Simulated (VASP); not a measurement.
Input of a VASP 6.6.1 run:

The input INCAR:

```
SYSTEM = MoS2
PREC = Accurate
ENCUT = 520
EDIFF = 1E-6
ISMEAR = -1
SIGMA = 0.05
LREAL = .FALSE.
LASPH = .TRUE.
NELM = 80
ALGO = Normal
ISIF = 2
LWAVE = .FALSE.
LCHARG = .TRUE.
GGA = PS
LELF = .TRUE.
LVHAR = .TRUE.
NBANDS = 20
```

KPOINTS

```
regular mesh
0
G
  10 10 2
  0 0 0
```

File POSCAR:

```
MoS2
1.0
    3.1415139294      0.0000000000      0.0000000000
   -1.5707569647      2.7206308692      0.0000000000
    0.0000000000      0.0000000000     17.3372113240
Mo S
1 2
Direct
    0.0000000000      0.0000000000      0.0000000000
    0.3333333333      0.6666666667      0.9101311974
    0.3333333333      0.6666666667      0.0898688026
```

Potentials or basis: VASP PAW PBE potentials, release 64 (Mo_sv, S).

Launch:

```sh
$ cat potpaw_PBE.64/Mo_sv/POTCAR potpaw_PBE.64/S/POTCAR > POTCAR
$ mpirun -np 1 vasp_std > vasp.out
```

Predict the band gap on the k mesh.

2.02 eV, indirect (least direct gap 2.07 eV).
